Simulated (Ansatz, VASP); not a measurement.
## One calculation of GeBr, two programs

```xyz
2
Lattice="3.4956 0.0000 0.0000 -1.7478 3.0273 0.0000 0.0000 0.0000 5.2230" Properties=species:S:1:pos:R:3 pbc="T T T"
Ge    0.0000    0.0000    0.0000
Br    0.0000    0.0000    2.6115
```

Alike in both runs: functional PBE; k mesh 18 × 18 × 10; occupations gaussian, width 0.1 eV; no spin polarisation.

Ansatz relaxed the structure, and its values are those at the end. VASP's run is a single point on that final structure, the one shown.

|  | VASP | Ansatz |
| --- | --- | --- |
| version | VASP 6.6.1 | Ansatz 0.2.0 |
| potentials or method | VASP PAW PBE potentials, release 64 (Ge_d, Br), cutoff 520 eV | scalar-relativistic, plane waves, PAW |
| valence electrons in the cell | 21 | 21 |

|  | VASP | Ansatz | Ansatz less VASP |
| --- | --- | --- | --- |
| gap on the k mesh at the Fermi level (eV) | none | none | - |
| pressure (GPa) | 0.0 | 0.0 | -0.02 |

A gap of «none» marks a metal or a gap that the smearing closes.
